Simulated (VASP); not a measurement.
A run of VASP 6.6.1 is set up as follows.

The input INCAR:

```
SYSTEM = InAs
  ALGO = Normal
  EDIFF = 1E-7
  ENCUT = 520
  GGA = PE
  ISIF = 2
  ISMEAR = -1
  LASPH = .TRUE.
  LCHARG = .FALSE.
  LREAL = .FALSE.
  LWAVE = .FALSE.
  NBANDS = 16
  NELM = 60
  PREC = Accurate
  SIGMA = 0.08
```

The input KPOINTS:

```
k-points
0
G
  10 10 10
  0 0 0
```

File POSCAR:

```
InAs
1.0
    0.0000000000      3.0240000000      3.0240000000
    3.0240000000      0.0000000000      3.0240000000
    3.0240000000      3.0240000000      0.0000000000
In As
1 1
Direct
    0.0000000000      0.0000000000      0.0000000000
    0.7500000000      0.7500000000      0.7500000000
```

Potentials or basis: VASP PAW PBE potentials, release 64 (In_d, As).

Command:

```console
$ cat potpaw_PBE.64/In_d/POTCAR potpaw_PBE.64/As/POTCAR > POTCAR
$ mpirun -np 1 vasp_std > vasp.out
```

**Question.** Estimate the band gap on the k mesh.

**Answer.** Zero (filled and empty bands touch).

**Question.** Predict the pressure.

**Answer.** 3.9 GPa.

Caveat: spin-orbit coupling is left out, which moves the levels of the heavy elements.
